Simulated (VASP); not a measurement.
# TiN (Fm-3m) in VASP: further runs

Runs on TiN. Level: PBE. Tasks: single point.

Everything below comes from runs of VASP 6.6.1. Logs are shortened: lines on timing, memory, paths and dates and some standing lists are left out, and cuts for length are marked.

**1. The cell of the first run**

It takes space group Fm-3m (No. 225, cubic). The conventional cell has a = 4.247 Å, b = 4.247 Å, c = 4.247 Å, α = 90.00°, β = 90.00°, γ = 90.00°. Ti (site symmetry m-3m) has 6 N at 2.12 Å within 2.8 Å. N (site symmetry m-3m) has 6 Ti at 2.12 Å within 2.8 Å.

**2. Single point, PBE**

The input, INCAR:

```
SYSTEM = TiN
PREC = Accurate
ENCUT = 600
EDIFF = 1E-6
ISMEAR = 1
SIGMA = 0.1
LREAL = Auto
LASPH = .TRUE.
NELM = 120
ALGO = Normal
ISIF = 2
LWAVE = .FALSE.
LCHARG = .FALSE.
GGA = PE
NBANDS = 158
GGA_COMPAT = .FALSE.
```

The input, KPOINTS:

```
Automatic mesh
0
G
  1 1 1
  0 0 0
```

The input, POSCAR:

```
TiN
1.0
   -4.2465873411      4.2465873411      4.2465873411
    4.2465873411     -4.2465873411      4.2465873411
    4.2465873411      4.2465873411     -4.2465873411
Ti N
16 16
Direct
    0.0000000000      0.0000000000      0.0000000000
    0.0000000000      0.2500000000      0.7500000000
    0.0000000000      0.5000000000      0.5000000000
    0.0000000000      0.7500000000      0.2500000000
    0.2500000000      0.0000000000      0.7500000000
    0.2500000000      0.2500000000      0.5000000000
    0.2500000000      0.5000000000      0.2500000000
    0.2500000000      0.7500000000      0.0000000000
    0.5000000000      0.0000000000      0.5000000000
    0.5000000000      0.2500000000      0.2500000000
    0.5000000000      0.5000000000      0.0000000000
    0.5000000000      0.7500000000      0.7500000000
    0.7500000000      0.0000000000      0.2500000000
    0.7500000000      0.2500000000      0.0000000000
    0.7500000000      0.5000000000      0.7500000000
    0.7500000000      0.7500000000      0.5000000000
    0.0000000000      0.0000000000      0.5000000000
    0.0000000000      0.2500000000      0.2500000000
    0.0000000000      0.5000000000      0.0000000000
    0.0000000000      0.7500000000      0.7500000000
    0.2500000000      0.0000000000      0.2500000000
    0.2500000000      0.2500000000      0.0000000000
    0.2500000000      0.5000000000      0.7500000000
    0.2500000000      0.7500000000      0.5000000000
    0.5000000000      0.0000000000      0.0000000000
    0.5000000000      0.2500000000      0.7500000000
    0.5000000000      0.5000000000      0.5000000000
    0.5000000000      0.7500000000      0.2500000000
    0.7500000000      0.0000000000      0.7500000000
    0.7500000000      0.2500000000      0.5000000000
    0.7500000000      0.5000000000      0.2500000000
    0.7500000000      0.7500000000      0.0000000000
```

Potentials or basis: VASP PAW PBE potentials, release 64 (Ti_sv, N).

Run with:

```
> cat potpaw_PBE.64/Ti_sv/POTCAR potpaw_PBE.64/N/POTCAR > POTCAR
> mpirun -np 1 vasp_gam > vasp.out
```

OUTCAR:

```text
SYSTEM = TiN
   PREC = Accurate
   ENCUT = 600
   EDIFF = 1E-6
   ISMEAR = 1
   LREAL = Auto
   LASPH = .TRUE.
   NELM = 120
   ISIF = 2
   GGA = PE

 ion  position               nearest neighbor table
   1  0.000  0.000  0.000-  18 2.12  20 2.12  21 2.12  22 2.12  29 2.12  32 2.12
   2  0.000  0.250  0.750-  17 2.12  19 2.12  22 2.12  23 2.12  29 2.12  30 2.12
   3  0.000  0.500  0.500-  18 2.12  20 2.12  23 2.12  24 2.12  30 2.12  31 2.12
   4  0.000  0.750  0.250-  17 2.12  19 2.12  21 2.12  24 2.12  31 2.12  32 2.12
   5  0.250  0.000  0.750-  17 2.12  20 2.12  22 2.12  24 2.12  25 2.12  26 2.12
   6  0.250  0.250  0.500-  17 2.12  18 2.12  21 2.12  23 2.12  26 2.12  27 2.12
[... 24 lines left out ...]
  31  0.750  0.500  0.250-   3 2.12   4 2.12  10 2.12  11 2.12  14 2.12  16 2.12
  32  0.750  0.750  0.000-   1 2.12   4 2.12  11 2.12  12 2.12  13 2.12  15 2.12

  LATTYP: Found a body centered cubic cell.
 ALAT       =     8.4931746822

  Lattice vectors:

 A1 = (  -4.2465873411,   4.2465873411,   4.2465873411)
 A2 = (   4.2465873411,  -4.2465873411,   4.2465873411)
 A3 = (   4.2465873411,   4.2465873411,  -4.2465873411)

Analysis of symmetry for initial positions (statically):
=====================================================================
 Subroutine PRICEL returns following result:

  LATTYP: Found a face centered cubic cell.
 ALAT       =     4.2465873411

  Lattice vectors:

 A1 = (   2.1232936705,  -2.1232936705,   0.0000000000)
 A2 = (   0.0000000000,  -2.1232936705,  -2.1232936705)
 A3 = (   2.1232936705,   0.0000000000,  -2.1232936705)

  16 primitive cells build up your supercell.

 Routine SETGRP: Setting up the symmetry group for a
 body centered cubic supercell.

 Subroutine GETGRP returns: Found 48 space group operations
 (whereof 48 operations were pure point group operations)
 out of a pool of 48 trial point group operations.

The static configuration has the point symmetry O_h .

Analysis of symmetry for dynamics (positions and initial velocities):
=====================================================================
 Subroutine PRICEL returns following result:

  LATTYP: Found a face centered cubic cell.
 ALAT       =     4.2465873411

  Lattice vectors:

 A1 = (   2.1232936705,  -2.1232936705,   0.0000000000)
 A2 = (   0.0000000000,  -2.1232936705,  -2.1232936705)
 A3 = (   2.1232936705,   0.0000000000,  -2.1232936705)

  16 primitive cells build up your supercell.

 Routine SETGRP: Setting up the symmetry group for a
 body centered cubic supercell.

 Subroutine GETGRP returns: Found 48 space group operations
 (whereof 48 operations were pure point group operations)
 out of a pool of 48 trial point group operations.

The dynamic configuration has the point symmetry O_h .

 Subroutine INISYM returns: Found 48 space group operations
 (whereof 48 operations are pure point group operations),
 and found    16 'primitive' translations

----------------------------------------------------------------------------------------

                                     Primitive cell

  volume of cell :      19.1452

  direct lattice vectors                    reciprocal lattice vectors
     2.123293671 -2.123293671  0.000000000     0.235483206 -0.235483206  0.235483206
     0.000000000 -2.123293671 -2.123293671    -0.235483206 -0.235483206 -0.235483206
     2.123293671  0.000000000 -2.123293671     0.235483206  0.235483206 -0.235483206

  length of vectors
     3.002790706  3.002790706  3.002790706     0.407868876  0.407868876  0.407868876

  position of ions in fractional coordinates (direct lattice)
     0.000000000  0.000000000  0.000000000
     0.500000000  0.500000000  0.500000000

  ion indices of the primitive-cell ions
   primitive index   ion index
                 1           1
                 2          29

----------------------------------------------------------------------------------------

 KPOINTS: Automatic mesh

Automatic generation of k-mesh.
 Grid dimensions read from file:
 generate k-points for:    1    1    1

 Generating k-lattice:

  Cartesian coordinates                     Fractional coordinates (reciprocal lattice)
     0.000000000  0.117741603  0.117741603     1.000000000  0.000000000  0.000000000
     0.117741603  0.000000000  0.117741603     0.000000000  1.000000000  0.000000000
     0.117741603  0.117741603  0.000000000     0.000000000  0.000000000  1.000000000

  Length of vectors
     0.166511772  0.166511772  0.166511772

  Shift w.r.t. Gamma in fractional coordinates (k-lattice)
     0.000000000  0.000000000  0.000000000

 Subroutine IBZKPT returns following result:
 ===========================================

 Found      1 irreducible k-points:

 Following reciprocal coordinates:
            Coordinates               Weight
  0.000000  0.000000  0.000000      1.000000
   k-points           NKPTS =      1   k-points in BZ     NKDIM =      1   number of bands    NBANDS=    158
   number of dos      NEDOS =    301   number of ions     NIONS =     32
   total plane-waves  NPLWV = 216000
   dimension x,y,z NGX =    60 NGY =   60 NGZ =   60
   dimension x,y,z NGXF=   120 NGYF=  120 NGZF=  120
   ions per type =              16  16
   NGX,Y,Z   is equivalent  to a cutoff of  13.56, 13.56, 13.56 a.u.
   NGXF,Y,Z  is equivalent  to a cutoff of  27.12, 27.12, 27.12 a.u.
 SYSTEM =  TiN
   PREC   = accura    normal or accurate (medium, high low for compatibility)
   ISTART =      0    job   : 0-new  1-cont  2-samecut
   ICHARG =      2    charge: 1-file 2-atom 10-const
   ISPIN  =      1    spin polarized calculation?
   LNONCOLLINEAR =      F non collinear calculations
   LSORBIT =      F    spin-orbit coupling
   LASPH  =      T    aspherical Exc in radial PAW
   ENCUT  =  600.0 eV  44.10 Ry    6.64 a.u.  14.69 14.69 14.69*2*pi/ulx,y,z
   NELM   =    120;   NELMIN=  2; NELMDL= -5     # of ELM steps
   EDIFF  = 0.1E-05   stopping-criterion for ELM
   LREAL  =      T    real-space projection
   EDIFFG = 0.1E-04   stopping-criterion for IOM
   NSW    =      0    number of steps for IOM
   IBRION =     -1    ionic relax: 0-MD 1-quasi-New 2-CG
   NFREE  =      0    steps in history (QN), initial steepest desc. (CG)
   ISIF   =      2    stress and relaxation
   ISYM   =      2    0-nonsym 1-usesym 2-fastsym
   POTIM  = 0.5000    time-step for ionic-motion
   TEBEG  =    0.0;   TEEND  =   0.0 temperature during run
   PSTRESS=    0.0 pullay stress
   NELECT =     272.0000    total number of electrons
   NUPDOWN=      -1.0000    fix difference up-down
   EMIN   =  10.00;   EMAX   =-10.00  energy-range for DOS
   EFERMI =   0.00;   METHOD = LEGACY
   ISMEAR =     1;   SIGMA  =   0.10  broadening in eV -4-tet -1-fermi 0-gaus
   EFERMI_NEDOS =   21; number of points for ismear=-14 and -15
   IALGO  =     38    algorithm
   IMIX   =      4    mixing-type and parameters
     AMIX     =   0.40;   BMIX     =  1.00
     AMIX_MAG =   1.60;   BMIX_MAG =  1.00
  volume/ion in A,a.u.               =       9.57        64.60
  Fermi-wavevector in a.u.,A,eV,Ry     =   1.573516  2.973513 33.687366  2.475952
  Thomas-Fermi vector in A             =   2.674788
   LORBIT       =      0    0 simple, 1 ext, 2 COOP (PROOUT), +10 PAW based schemes
   GGA     = PE    functional components
   LHFCALC =     F    Hartree Fock is set to
   AEXX    =    0.0000 exact exchange contribution
   IVDW    =     0    specifies the selected vdW correction
   LEPSILON=     F    determine dielectric tensor
   LRPA    =     F    only Hartree local field effects (RPA)
 non-spin polarized calculation
 Methfessel and Paxton  Order N= 1 SIGMA  =   0.10
  energy-cutoff  :      600.00
  volume of cell :      306.32
 maximum number of plane-waves:      5075
 NGX is ok and might be reduce to    60
   NGX = 29   NGY = 29   NGZ = 29

 number of electron     271.9999958 magnetization

 Free energy of the ion-electron system (eV)
  ---------------------------------------------------
  ext. energy  EPLUGINS =         0.00000000
  ---------------------------------------------------
  free energy    TOTEN  =      -311.34118006 eV

  energy without entropy =     -311.35663008  energy(sigma->0) =     -311.34633007

 E-fermi :  12.0369     XC(G=0): -12.9969

 val. band max:       11.9515419325   @ k =   0.0000   0.0000   0.0000
 cond. band min:      12.3080233479   @ k =   0.0000   0.0000   0.0000
 fundamental gap:      0.3564814154
 Fermi energy:        12.0369277700

 k-point     1 :       0.0000    0.0000    0.0000
  band No.  band energies     occupation
      1     -46.5013      2.00000
      2     -46.4067      2.00000
      3     -46.4067      2.00000
      4     -46.4067      2.00000
      5     -46.4067      2.00000
      6     -46.4067      2.00000
[... 140 lines left out ...]
    147      12.3080     -0.00086
    148      12.3080     -0.00086
 [bands above 148 left out]

------------------------ aborting loop because EDIFF is reached ----------------------------------------

  FORCE on cell =-STRESS in cart. coord.  units (eV):
  Direction    XX          YY          ZZ          XY          YZ          ZX
  --------------------------------------------------------------------------------------
  -------------------------------------------------------------------------------------
  Total        5.8657938      5.8657938      5.8657938     -0.0000000     -0.0000000     -0.0000000
  in kB       30.6801302     30.6801302     30.6801302     -0.0000000     -0.0000000     -0.0000000
  external PRESSURE =      30.6801302 kB  Pullay stress =       0.0000000 kB

 VOLUME and BASIS-vectors are now :
 -----------------------------------------------------------------------------
  energy-cutoff  :      600.00
  volume of cell :      306.32
      direct lattice vectors                 reciprocal lattice vectors
    -4.246587341  4.246587341  4.246587341     0.000000000  0.117741603  0.117741603
     4.246587341 -4.246587341  4.246587341     0.117741603  0.000000000  0.117741603
     4.246587341  4.246587341 -4.246587341     0.117741603  0.117741603  0.000000000

 POSITION                                       TOTAL-FORCE (eV/Angst)
 -----------------------------------------------------------------------------------
      0.00000      0.00000      0.00000        -0.000000     -0.000000      0.000000
      4.24659      2.12329     -2.12329        -0.000000      0.000000     -0.000000
      4.24659      0.00000      0.00000        -0.000000     -0.000000      0.000000
      4.24659     -2.12329      2.12329         0.000000     -0.000000     -0.000000
      2.12329      4.24659     -2.12329        -0.000000     -0.000000      0.000000
      2.12329      2.12329      0.00000         0.000000      0.000000      0.000000
[... 24 lines left out ...]
      0.00000      2.12329      4.24659        -0.000000      0.000000      0.000000
      0.00000      0.00000      6.36988         0.000000     -0.000000      0.000000
 -----------------------------------------------------------------------------------
    total drift:                               -0.000000     -0.000000      0.000000

  FREE ENERGIE OF THE ION-ELECTRON SYSTEM (eV)
  ---------------------------------------------------
  free  energy   TOTEN  =      -311.3411800583 eV

  energy  without entropy=     -311.3566300833  energy(sigma->0) =     -311.34633007
```

Wall time 6.4 min (1 thread of Intel Xeon 8259CL, shared host); peak memory 0.48 GiB.

Results:

```yaml
Free_energy: -311.3412 eV
Pressure: 3.1 GPa
```

Levels at points of the mesh, in eV from the Fermi level:
```
           k point  band 134  band 135  band 136  band 137  band 138  band 139
(0.00, 0.00, 0.00)     -1.26     -0.09     -0.09      0.27      0.27      0.27
```

Caveat: the k points lie up to 1.05 Å⁻¹ apart, too coarse for converged energies, forces and pressures.

(Part 1 of 2 ends here.)
